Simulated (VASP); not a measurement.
## PbSe (Clausthalite): single point with PBE exchange alone

The system is PbSe (Clausthalite).

```
CELL_PARAMETERS angstrom
0.00000 3.06065 3.06065
3.06065 0.00000 3.06065
3.06065 3.06065 0.00000
ATOMIC_POSITIONS crystal
Pb 0.00000 0.00000 0.00000
Se 0.50000 0.50000 0.50000
```

* Program: VASP 6.6.1
* Task: single point
* Functional: PBE exchange alone
* Potentials or basis: VASP PAW PBE potentials, release 64 (Pb_d, Se)
* Cutoff: 520 eV
* k mesh: 8 × 8 × 8
* Occupations: fermi-dirac, width 0.05 eV
* Spin: no spin polarisation

The pressure is 11.4 GPa and the band gap on the k mesh is 0.42 eV, direct.

Levels at points of the mesh, in eV from the valence-band top:
```
           k point  band 8  band 9  band 10  band 11  band 12  band 13
(0.00, 0.00, 0.00)   -1.87   -1.87    -1.87     4.64     4.64     4.64
(0.50, 0.00, 0.00)   -1.44   -1.44     0.00     0.42     1.71     1.71
(0.50, 0.50, 0.00)   -4.90   -3.20    -3.20     4.00     5.56     5.56
```

Run time: 18 s on 1 thread of Intel(R) Xeon(R) Platinum 8375C CPU @ 2.90GHz (Ice Lake), with other jobs on the host, peak memory 0.18 GiB.

Caveat: spin-orbit coupling is left out, which moves the levels of the heavy elements. A k mesh can miss the band edges.
